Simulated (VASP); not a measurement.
Here is a VASP 6.6.1 calculation.

The input INCAR:

```
SYSTEM = AlAu2
PREC = Accurate
ENCUT = 520
EDIFF = 1E-6
ISMEAR = 0
SIGMA = 0.15
LREAL = .False.
LASPH = .True.
NELM = 100
ALGO = Fast
ISIF = 2
LWAVE = .False.
LCHARG = .True.
LELF = .True.
LVHAR = .True.
NBANDS = 20
```

The input KPOINTS:

```
regular mesh
0
Gamma
  16 16 16
  0 0 0
```

Contents of POSCAR:

```
AlAu2
1.0
   -1.6688500000      1.6688500000      4.5596000000
    1.6688500000     -1.6688500000      4.5596000000
    1.6688500000      1.6688500000     -4.5596000000
Al Au
1 2
Direct
    0.0000000000      0.0000000000      0.0000000000
    0.6570428093      0.6570428093      0.0000000000
    0.3429571907      0.3429571907      0.0000000000
```

Potentials or basis: VASP PAW LDA potentials, release 64 (Al, Au).

Launch:

```bash
$ cat potpaw_LDA.64/Al/POTCAR potpaw_LDA.64/Au/POTCAR > POTCAR
$ mpirun -np 1 vasp_std > vasp.out
```

Estimate the pressure.

-10.1 GPa.

Predict the largest force.

0.320 eV/Å.

Forces on the atoms (eV/Å):
```
Al   0.000  0.000  0.000
Au   0.000  0.000 -0.320
Au   0.000  0.000  0.320
```

Caveat: the cell stands under tension.
